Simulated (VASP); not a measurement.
# Si2W (AlB2 type) (P6/mmm) in VASP: notebook

Si2W (AlB2 type) is run at these levels: PBE; tasks: single point, relaxation of cell and atoms.

Program: VASP 6.6.1. These are calculated values, not measurements. Logs are shortened: lines on timing, memory, paths and dates and some standing lists are left out, and cuts for length are marked.

## Step 1: The cell of the first run

The structure is hexagonal, space group P6/mmm (No. 191). Conventional cell: a = 4.120 Å, b = 4.120 Å, c = 2.543 Å, α = 90.00°, β = 90.00°, γ = 120.00°. Within 3.4 Å of W (site symmetry 6/mmm) lie 2 W at 2.54 Å and 12 Si at 2.70 Å. Within 3.1 Å of Si (site symmetry -6m2) lie 5 Si at 2.38 to 2.54 Å and 6 W at 2.70 Å.

## Step 2: Single point, PBE

The input, INCAR:

```
SYSTEM = Si2W
PREC     = Accurate       ! precision mode
ENCUT    = 520            ! plane-wave cutoff, eV
EDIFF    = 1E-6           ! SCF threshold, eV
ISMEAR   = -1             ! smearing method
SIGMA    = 0.1            ! smearing width, eV
LREAL    = .False.        ! projectors in reciprocal space
LASPH    = .True.         ! aspherical terms in the spheres
NELM     = 60             ! most SCF steps
ALGO     = Normal         ! electronic algorithm
ISIF     = 2              ! what is computed and relaxed
LWAVE    = .False.        ! write WAVECAR
LCHARG   = .False.        ! write CHGCAR
GGA      = PE             ! functional
NBANDS   = 18             ! bands
```

The input, KPOINTS:

```
Automatic mesh
0
Gamma
  9 9 7
  0 0 0
```

The input, POSCAR:

```
Si2W
1.0
    4.1203086145      0.0000000000      0.0000000000
   -2.0601543073      3.5682919316      0.0000000000
    0.0000000000      0.0000000000      2.5427531293
W Si
1 2
Direct
    0.0000000000      0.0000000000      0.0000000000
    0.3333333333      0.6666666667      0.5000000000
    0.6666666667      0.3333333333      0.5000000000
```

Potentials or basis: VASP PAW PBE potentials, release 64 (W_sv, Si).

Run with:

```sh
$ cat potpaw_PBE.64/W_sv/POTCAR potpaw_PBE.64/Si/POTCAR > POTCAR
$ mpirun -np 1 vasp_std > vasp.out
```

OUTCAR:

```text
SYSTEM = Si2W
   PREC = Accurate
   ENCUT = 520
   EDIFF = 1E-6
   ISMEAR = -1
   LREAL = .False.
   LASPH = .True.
   NELM = 60
   ISIF = 2
   GGA = PE

 ion  position               nearest neighbor table
   1  0.000  0.000  0.000-   2 2.70   3 2.70   2 2.70   3 2.70   3 2.70   3 2.70   2 2.70   2 2.70
                             3 2.70   3 2.70   2 2.70   2 2.70
   2  0.333  0.667  0.500-   3 2.38   3 2.38   3 2.38   1 2.70   1 2.70   1 2.70   1 2.70   1 2.70
                             1 2.70
   3  0.667  0.333  0.500-   2 2.38   2 2.38   2 2.38   1 2.70   1 2.70   1 2.70   1 2.70   1 2.70
                             1 2.70

  LATTYP: Found a hexagonal cell.
 ALAT       =     4.1203086145
 C/A-ratio  =     0.6171268629

  Lattice vectors:

 A1 = (   4.1203086145,   0.0000000000,   0.0000000000)
 A2 = (  -2.0601543073,   3.5682919316,   0.0000000000)
 A3 = (   0.0000000000,   0.0000000000,   2.5427531293)

Analysis of symmetry for initial positions (statically):
=====================================================================
 Subroutine PRICEL returns:
 Original cell was already a primitive cell.

 Routine SETGRP: Setting up the symmetry group for a
 hexagonal supercell.

 Subroutine GETGRP returns: Found 24 space group operations
 (whereof 24 operations were pure point group operations)
 out of a pool of 24 trial point group operations.

The static configuration has the point symmetry D_6h.

Analysis of symmetry for dynamics (positions and initial velocities):
=====================================================================
 Subroutine PRICEL returns:
 Original cell was already a primitive cell.

 Routine SETGRP: Setting up the symmetry group for a
 hexagonal supercell.

 Subroutine GETGRP returns: Found 24 space group operations
 (whereof 24 operations were pure point group operations)
 out of a pool of 24 trial point group operations.

The dynamic configuration has the point symmetry D_6h.

 Subroutine INISYM returns: Found 24 space group operations
 (whereof 24 operations are pure point group operations),
 and found     1 'primitive' translations

----------------------------------------------------------------------------------------

                                     Primitive cell

  volume of cell :      37.3847

  direct lattice vectors                    reciprocal lattice vectors
     4.120308614  0.000000000  0.000000000     0.242700267  0.140123064  0.000000000
    -2.060154307  3.568291932  0.000000000     0.000000000  0.280246129  0.000000000
     0.000000000  0.000000000  2.542753129     0.000000000  0.000000000  0.393274514

  length of vectors
     4.120308614  4.120308615  2.542753129     0.280246129  0.280246129  0.393274514

  position of ions in fractional coordinates (direct lattice)
     0.000000000  0.000000000  0.000000000
     0.333333333  0.666666667  0.500000000
     0.666666667  0.333333333  0.500000000

  ion indices of the primitive-cell ions
   primitive index   ion index
                 1           1
                 2           2
                 3           3

----------------------------------------------------------------------------------------

 KPOINTS: Automatic mesh

Automatic generation of k-mesh.
 Grid dimensions read from file:
 generate k-points for:    9    9    7

 Generating k-lattice:

  Cartesian coordinates                     Fractional coordinates (reciprocal lattice)
     0.026966696  0.015569229  0.000000000     0.111111111  0.000000000  0.000000000
     0.000000000  0.031138459  0.000000000     0.000000000  0.111111111  0.000000000
     0.000000000  0.000000000  0.056182073     0.000000000  0.000000000  0.142857143

  Length of vectors
     0.031138459  0.031138459  0.056182073

  Shift w.r.t. Gamma in fractional coordinates (k-lattice)
     0.000000000  0.000000000  0.000000000

 Subroutine IBZKPT returns following result:
 ===========================================

 Found     48 irreducible k-points:

 Following reciprocal coordinates:
            Coordinates               Weight
  0.000000  0.000000  0.000000      1.000000
  0.111111  0.000000  0.000000      6.000000
  0.222222  0.000000  0.000000      6.000000
  0.333333  0.000000  0.000000      6.000000
  0.444444  0.000000  0.000000      6.000000
  0.111111  0.111111  0.000000      6.000000
[... 16 lines left out ...]
  0.333333  0.222222  0.142857     24.000000
  0.333333  0.333333  0.142857      4.000000
 [... further k-points ...]
   k-points           NKPTS =     48   k-points in BZ     NKDIM =     48   number of bands    NBANDS=     18
   number of dos      NEDOS =    301   number of ions     NIONS =      3
   total plane-waves  NPLWV =  20480
   dimension x,y,z NGX =    32 NGY =   32 NGZ =   20
   dimension x,y,z NGXF=    64 NGYF=   64 NGZF=   40
   ions per type =               1   2
   NGX,Y,Z   is equivalent  to a cutoff of  12.91, 12.91, 13.08 a.u.
[... 31 lines left out ...]
     AMIX_MAG =   1.60;   BMIX_MAG =  1.00
  volume/ion in A,a.u.               =      12.46        84.09
  Fermi-wavevector in a.u.,A,eV,Ry     =   1.371885  2.592486 25.607085  1.882068
  Thomas-Fermi vector in A             =   2.497541
   LORBIT       =      0    0 simple, 1 ext, 2 COOP (PROOUT), +10 PAW based schemes
   GGA     = PE    functional components
   LHFCALC =     F    Hartree Fock is set to
   AEXX    =    0.0000 exact exchange contribution
   IVDW    =     0    specifies the selected vdW correction
   LEPSILON=     F    determine dielectric tensor
   LRPA    =     F    only Hartree local field effects (RPA)
 non-spin polarized calculation
  energy-cutoff  :      520.00
  volume of cell :       37.38
 maximum number of plane-waves:      1024
 NGX is ok and might be reduce to    32
   NGX = 15   NGY = 15   NGZ =  9

 number of electron      22.0000003 magnetization

 Free energy of the ion-electron system (eV)
  ---------------------------------------------------
  ext. energy  EPLUGINS =         0.00000000
  ---------------------------------------------------
  free energy    TOTEN  =       -22.37058378 eV

  energy without entropy =      -22.32638101  energy(sigma->0) =      -22.34848240

 E-fermi :  13.4815     XC(G=0): -12.9184

 val. band max:       13.4769136162   @ k =   0.4444   0.1111   0.2857
 cond. band min:      13.5009746899   @ k =   0.1111   0.1111   0.4286
 fundamental gap:      0.0240610737
 Fermi energy:        13.4814745833

 k-point     1 :       0.0000    0.0000    0.0000
  band No.  band energies     occupation
      1     -60.7711      2.00000
      2     -25.1146      2.00000
      3     -25.1146      2.00000
      4     -24.2846      2.00000
      5      -1.7280      2.00000
      6       6.2480      2.00000
[... 10 lines left out ...]
     17      20.1742      0.00000
     18      21.8710      0.00000

 k-point     2 :       0.1111    0.0000    0.0000
  band No.  band energies     occupation
      1     -60.7711      2.00000
      2     -25.1182      2.00000
      3     -25.1155      2.00000
      4     -24.2845      2.00000
      5      -1.5607      2.00000
      6       5.4599      2.00000
[... 10 lines left out ...]
     17      20.4470      0.00000
     18      21.9800      0.00000

 k-point     3 :       0.2222    0.0000    0.0000
  band No.  band energies     occupation
      1     -60.7710      2.00000
      2     -25.1274      2.00000
      3     -25.1176      2.00000
      4     -24.2842      2.00000
      5      -1.0714      2.00000
      6       4.2270      2.00000
[... 10 lines left out ...]
     17      20.4656      0.00000
     18      23.0926      0.00000

 k-point     4 :       0.3333    0.0000    0.0000
  band No.  band energies     occupation
      1     -60.7709      2.00000
      2     -25.1377      2.00000
      3     -25.1200      2.00000
      4     -24.2838      2.00000
      5      -0.2996      2.00000
      6       3.0192      2.00000
[... 375 lines left out ...]
      4     -24.6372      2.00000
      5       0.5669      2.00000
      6       3.2072      2.00000
[... 10 lines left out ...]
     17      21.8112      0.00000
     18      22.3550      0.00000

 k-point    23 :       0.3333    0.2222    0.1429
  band No.  band energies     occupation
      1     -60.7429      2.00000
      2     -25.0976      2.00000
      3     -25.0870      2.00000
      4     -24.6368      2.00000
      5       1.4045      2.00000
      6       2.4390      2.00000
[... 10 lines left out ...]
     17      20.2865      0.00000
     18      22.1537      0.00000

 k-point    24 :       0.3333    0.3333    0.1429
  band No.  band energies     occupation
      1     -60.7429      2.00000
      2     -25.0933      2.00000
      3     -25.0933      2.00000
      4     -24.6367      2.00000
      5       2.0356      2.00000
      6       2.0356      2.00000
[... 10 lines left out ...]
     17      19.5604      0.00000
     18      21.5086      0.00000

 [... further k-points ...]

------------------------ aborting loop because EDIFF is reached ----------------------------------------

  FORCE on cell =-STRESS in cart. coord.  units (eV):
  Direction    XX          YY          ZZ          XY          YZ          ZX
  --------------------------------------------------------------------------------------
  -------------------------------------------------------------------------------------
  Total        6.7774771      6.7774771      6.8801495     -0.0000000     -0.0000000      0.0000000
  in kB      290.4586535    290.4586535    294.8588293     -0.0000000     -0.0000000      0.0000000
  external PRESSURE =     291.9253788 kB  Pullay stress =       0.0000000 kB

 VOLUME and BASIS-vectors are now :
 -----------------------------------------------------------------------------
  energy-cutoff  :      520.00
  volume of cell :       37.38
      direct lattice vectors                 reciprocal lattice vectors
     4.120308614  0.000000000  0.000000000     0.242700267  0.140123064  0.000000000
    -2.060154307  3.568291932  0.000000000     0.000000000  0.280246129  0.000000000
     0.000000000  0.000000000  2.542753129     0.000000000  0.000000000  0.393274514

 POSITION                                       TOTAL-FORCE (eV/Angst)
 -----------------------------------------------------------------------------------
      0.00000      0.00000      0.00000         0.000000      0.000000      0.000000
     -0.00000      2.37886      1.27138         0.000000      0.000000     -0.000000
      2.06015      1.18943      1.27138        -0.000000     -0.000000      0.000000
 -----------------------------------------------------------------------------------
    total drift:                                0.000000     -0.000000      0.000000

  FREE ENERGIE OF THE ION-ELECTRON SYSTEM (eV)
  ---------------------------------------------------
  free  energy   TOTEN  =       -22.3705837791 eV

  energy  without entropy=      -22.3263810122  energy(sigma->0) =      -22.34848240
```

It took 14 s on 1 thread of Intel Xeon Platinum 8488C (Sapphire Rapids), shared host; peak memory 0.17 GiB.

What came out:

```yaml
Free_energy: -22.3706 eV
Pressure: 29.2 GPa
Band_gap_on_the_k_mesh: zero (band 11 reaches 15.22 eV, above the bottom of band 12 at 12.61 eV)
```

Stress tensor (GPa, compression positive):
```
29.05  0.00  0.00
 0.00 29.05  0.00
 0.00  0.00 29.49
```

Caveat: spin-orbit coupling is left out, which moves the levels of the heavy elements.

## Step 3: Single point, PBE

Changes to INCAR since step 2:

```diff
@@ -3,3 +3,3 @@
 ENCUT    = 520            ! plane-wave cutoff, eV
-EDIFF    = 1E-6           ! SCF threshold, eV
+EDIFF    = 1E-7           ! SCF threshold, eV
 ISMEAR   = -1             ! smearing method
@@ -8,3 +8,3 @@
 LASPH    = .True.         ! aspherical terms in the spheres
-NELM     = 60             ! most SCF steps
+NELM     = 100            ! most SCF steps
 ALGO     = Normal         ! electronic algorithm
```

The input, KPOINTS:

```
regular mesh
0
Gamma
  9 9 7
  0 0 0
```

The input, POSCAR:

```
Si2W
1.0
    4.1202318442      0.0000000000      0.0000000000
   -2.0601159221      3.5682254466      0.0000000000
    0.0000000000      0.0000000000      2.5424306214
W Si
1 2
Direct
    0.0000000000      0.0000000000      0.0000000000
    0.3333333333      0.6666666667      0.5000000000
    0.6666666667      0.3333333333      0.5000000000
```

Potentials or basis: VASP PAW PBE potentials, release 64 (W_sv, Si).

Run with:

```sh
$ cat potpaw_PBE.64/W_sv/POTCAR potpaw_PBE.64/Si/POTCAR > POTCAR
$ mpirun -np 1 vasp_std > vasp.out
```

Wall time 17 s (1 thread of Intel Xeon Platinum 8488C (Sapphire Rapids), shared host); peak memory 0.17 GiB.

Results (log left out):

```
Free energy            : -22.3695 eV
Pressure               : 29.3 GPa
Band gap on the k mesh : zero (band 11 reaches 15.22 eV, above the bottom of band 12 at 12.62 eV)
```

Stress tensor (GPa, compression positive):
```
29.11  0.00  0.00
 0.00 29.11  0.00
 0.00  0.00 29.60
```

Levels at points of the mesh, in eV from the Fermi level:
| k point | band 8 | band 9 | band 10 | band 11 | band 12 | band 13 | band 14 | band 15 |
| --- | --- | --- | --- | --- | --- | --- | --- | --- |
| (0.00, 0.00, 0.00) | -5.27 | -4.90 | -1.30 | -1.30 | 2.43 | 2.43 | 4.36 | 4.36 |

Caveat: spin-orbit coupling is left out, which moves the levels of the heavy elements.

## Step 4: Relaxation of cell and atoms, PBE, target pressure 29 GPa, at which the enthalpy is minimised

This run uses another cell than the first one, of 12.31 Å³/atom, 0.987 times its volume.

The input, INCAR:

```
PREC = Accurate ; ENCUT = 600
EDIFF = 1E-6 ; ISMEAR = -1
SIGMA = 0.1 ; LREAL = F
LASPH = T ; NELM = 100
ALGO = Normal ; ISIF = 3
LWAVE = F ; LCHARG = F
GGA = PE ; IBRION = 2
NSW = 60 ; EDIFFG = -0.005
PSTRESS = 290.0
```

The input, KPOINTS:

```
Automatic mesh
0
Gamma
  9 9 7
```

The input, POSCAR:

```
Si2W
1.0
    3.3840149485      0.0000000000      0.0000000000
   -1.6920074743      2.9306429122      0.0000000000
    0.0000000000      0.0000000000      3.7224164434
W Si
1 2
Direct
    0.0000000000      0.0000000000      0.0000000000
    0.3333333333      0.6666666667      0.5000000000
    0.6666666667      0.3333333333      0.5000000000
```

Run with:

```sh
$ cat potpaw_PBE.64/W_sv/POTCAR potpaw_PBE.64/Si/POTCAR > POTCAR
$ mpirun -np 1 vasp_std > vasp.out
```

It took 2.4 min on 1 thread of Intel Xeon Platinum 8488C (Sapphire Rapids), shared host; peak memory 0.19 GiB.

The run converged. Its results:

```
Free energy                                            : -22.3708 eV
Relaxed volume                                         : 12.47 Å³/atom
Relaxed cell                                           : a = 4.119 Å, b = 4.119 Å, c = 2.545 Å, α = 90.00°, β = 90.00°, γ = 120.00°
Space group after relaxing (to 0.05 Å)                 : P6/mmm (No. 191)
Energy change on relaxing (the enthalpy is what falls) : -1440.2 meV/atom
Ionic steps                                            : 11
Pressure after relaxing                                : 29.0 GPa
Band gap on the k mesh                                 : zero (band 11 reaches 15.19 eV, above the bottom of band 12 at 12.60 eV)
```

The path:
| step | energy change (eV) | largest force (eV/Å) | pressure (GPa) | volume (Å³) |
| --- | --- | --- | --- | --- |
| 1 | 0.0000 | 0.0000 | 66.75 | 36.92 |
| 2 | -2.7093 | 0.0000 | -21.28 | 53.37 |
| 3 | -2.5904 | 0.0000 | 6.04 | 44.04 |
| 4 | -4.0862 | 0.0000 | 16.21 | 39.29 |
| 5 | -4.2180 | 0.0000 | 32.90 | 36.89 |
| 6 | -4.1713 | 0.0000 | 35.50 | 36.66 |
| 7 | -4.5708 | 0.0000 | 15.31 | 39.25 |
| 8 | -4.3212 | 0.0000 | 28.93 | 37.40 |
| 9 | -4.3185 | 0.0000 | 29.04 | 37.39 |
| 10 | -4.3210 | 0.0000 | 29.02 | 37.40 |
| 11 | -4.3205 | 0.0000 | 29.03 | 37.40 |

Final structure:
```yaml
crystal:
  lattice:
    - [4.11944, 0.00000, 0.00000]
    - [-2.05972, 3.56754, 0.00000]
    - [0.00000, 0.00000, 2.54491]
  atoms:
    - { symbol: W, position: [0.00000, 0.00000, 0.00000] }
    - { symbol: Si, position: [0.33333, 0.66667, 0.50000] }
    - { symbol: Si, position: [0.66667, 0.33333, 0.50000] }
```

Levels at points of the mesh, in eV from the Fermi level:
```csv
k point,band 8,band 9,band 10,band 11,band 12,band 13,band 14,band 15
"(0.00, 0.00, 0.00)",-5.26,-4.89,-1.30,-1.30,2.41,2.41,4.36,5.78
```

Caveat: the cell is relaxed towards a set pressure, so the enthalpy falls and the energy may rise; spin-orbit coupling is left out, which moves the levels of the heavy elements.

## Step 5: Relaxation of cell and atoms, PBE, target pressure 29 GPa, at which the enthalpy is minimised

The input, INCAR:

```
ALGO = Normal
EDIFF = 1E-6
EDIFFG = -0.005
ENCUT = 600
GGA = PE
IBRION = 2
ISIF = 3
ISMEAR = -1
LASPH = True
LCHARG = False
LREAL = False
LWAVE = False
NELM = 100
NSW = 32
PREC = Accurate
PSTRESS = 290.0
SIGMA = 0.1
```

The input, KPOINTS:

```
k-points
0
Gamma
  9 9 7
```

The input, POSCAR:

```
Si2W
1.0
    4.1203086145      0.0000000000      0.0000000000
   -2.0601543073      3.5682919316      0.0000000000
    0.0000000000      0.0000000000      2.5427531293
W Si
1 2
Direct
    0.0000000000      0.0000000000      0.0000000000
    0.3333333333      0.6666666667      0.5000000000
    0.6666666667      0.3333333333      0.5000000000
```

Run with:

```sh
$ cat potpaw_PBE.64/W_sv/POTCAR potpaw_PBE.64/Si/POTCAR > POTCAR
$ mpirun -np 1 vasp_std > vasp.out
```

Run time: 74 s. Hardware: 1 thread of Intel Xeon Platinum 8488C (Sapphire Rapids), shared host; peak memory 0.2 GiB.

Results (log left out):

* Free energy: -22.3749 eV
* Relaxed volume: 12.47 Å³/atom
* Relaxed cell: a = 4.120 Å, b = 4.120 Å, c = 2.545 Å, α = 90.00°, β = 90.00°, γ = 120.00°
* Space group after relaxing (to 0.05 Å): P6/mmm (No. 191)
* Energy change on relaxing (the enthalpy is what falls): -1.3 meV/atom
* Ionic steps: 7
* Pressure after relaxing: 29.0 GPa
* Band gap on the k mesh: zero (band 11 reaches 15.19 eV, above the bottom of band 12 at 12.60 eV)

Step by step:
```csv
step,energy change (eV),largest force (eV/Å),pressure (GPa),volume (Å³)
1,0.0000,0.0000,29.23,37.38
2,-0.0175,0.0000,28.38,37.48
3,-0.0059,0.0000,28.96,37.42
4,-0.0061,0.0000,28.96,37.42
5,-0.0118,0.0000,28.66,37.45
6,-0.0063,0.0000,28.94,37.42
7,-0.0039,0.0000,29.03,37.41
```

Final structure:
```
CELL_PARAMETERS angstrom
4.11964 0.00000 0.00000
-2.05982 3.56772 0.00000
0.00000 0.00000 2.54503
ATOMIC_POSITIONS crystal
W 0.00000 0.00000 0.00000
Si 0.33333 0.66667 0.50000
Si 0.66667 0.33333 0.50000
```

Levels at points of the mesh, in eV from the Fermi level:
| k point | band 9 | band 10 | band 11 | band 12 | band 13 | band 14 |
| --- | --- | --- | --- | --- | --- | --- |
| (0.00, 0.00, 0.00) | -4.89 | -1.30 | -1.30 | 2.41 | 2.41 | 4.36 |

Caveat: the cell is relaxed towards a set pressure, so the enthalpy falls and the energy may rise; spin-orbit coupling is left out, which moves the levels of the heavy elements.

## Step 6: Summary

| task | cell | cutoff (eV) | gap on the mesh (eV) | pressure (GPa) |
| --- | --- | --- | --- | --- |
| single point | a = 4.120, b = 4.120, c = 2.543 Å, angles 90.0, 90.0, 120.0°, 3 atoms | 520 | none | 29.2 |
| single point | a = 4.120, b = 4.120, c = 2.542 Å, angles 90.0, 90.0, 120.0°, 3 atoms | 520 | none | 29.3 |
| relaxation of cell and atoms | relaxed to 29 GPa from a = 3.384, b = 3.384, c = 3.722 Å, angles 90.0, 90.0, 120.0°, 3 atoms | 600 | none | 29.0 |
| relaxation of cell and atoms | relaxed to 29 GPa from a = 4.120, b = 4.120, c = 2.543 Å, angles 90.0, 90.0, 120.0°, 3 atoms | 600 | none | 29.0 |

Alike in all rows: level PBE; potentials or basis VASP PAW PBE potentials, release 64 (W_sv, Si); no spin polarisation; k mesh 9 × 9 × 7; smearing fermi-dirac 0.1 eV.

Caveats: spin-orbit coupling is left out, which moves the levels of the heavy elements; the cell is relaxed towards a set pressure, so the enthalpy falls and the energy may rise (some runs).

Total energies depend on the potentials used, so only differences within one code and one set of settings carry meaning.
